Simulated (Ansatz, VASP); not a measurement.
# AlGaN in VASP and in Ansatz

```xyz
6
Lattice="4.4883 0.0000 0.0000 -2.2442 3.8870 0.0000 0.0000 0.0000 6.1221" Properties=species:S:1:pos:R:3 pbc="T T T"
Al    0.0000    2.5913    4.5916
Al    2.2442    1.2957    1.5305
Ga    0.0000    0.0000    1.5305
Ga    0.0000    0.0000    4.5916
N     0.0000    2.5913    1.5305
N     2.2442    1.2957    4.5916
```

Alike in both runs: task relaxation of cell and atoms; functional PBE; k mesh 6 × 6 × 4; occupations gaussian, width 0.1 eV; no spin polarisation.

|  | VASP | Ansatz |
| --- | --- | --- |
| version | VASP 6.6.1 | Ansatz 0.2.0 |
| potentials or method | VASP PAW PBE potentials, release 64 (Al, Ga_d, N), cutoff 600 eV | scalar-relativistic, plane waves, PAW |
| valence electrons in the cell | 42 | 42 |

VASP gave:

| Property | Result |
| --- | --- |
| gap on the k mesh at the Fermi level, each at its own relaxed structure (eV) | none |
| relaxed volume (Å³/atom) | 13.07 |
| relaxed cell length with the largest relative difference (Å) | 4.483 |

Estimate Ansatz's values.

gap on the k mesh at the Fermi level, each at its own relaxed structure (eV): none; relaxed volume (Å³/atom): 13.12; relaxed cell length with the largest relative difference (Å): 4.490.

A gap of «none» marks a metal or a gap that the smearing closes.

Noted on VASP's run: the volume moved by over 15 % at a fixed basis, so the end points are rough.
